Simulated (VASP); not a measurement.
The system is BN.

```
B N
1.0
     2.50058    0.00000    0.00000
    -1.25029    2.16557    0.00000
     0.00000    0.00000    6.52364
B N
2 2
Cartesian
  0.0000 1.4437 1.6309
  1.2503 0.7219 4.8927
  0.0000 1.4437 4.8927
  1.2503 0.7219 1.6309
```

Base run:

* Program: VASP 6.6.1
* Functional: PBE
* Potentials or basis: VASP PAW PBE potentials, release 64 (B, N)
* Cutoff: 520 eV
* k mesh: 12 × 12 × 4
* Occupations: gaussian, width 0.01 eV
* Spin: no spin polarisation

Its results: band gap on the k mesh 4.24 eV, indirect (least direct gap 4.65 eV); pressure 4.7 GPa.

Task: The run is repeated on the same cell with these changes: functional from PBE to r2SCAN; further incar settings from ALGO = Normal; EDIFF = 1e-07; NBANDS = 16 to ALGO = Normal; EDIFF = 1e-06; NBANDS = 16. What comes out?

Result: Band gap on the k mesh 4.84 eV, indirect (least direct gap 5.25 eV); pressure 1.0 GPa.

Caveats: this functional lacks dispersion, which binds the layers, so the pressure and a relaxed spacing across them are unreliable (some runs); the PAW data sets were made with another functional, which shifts forces and pressure a little (some runs).

A k mesh can miss the band edges.
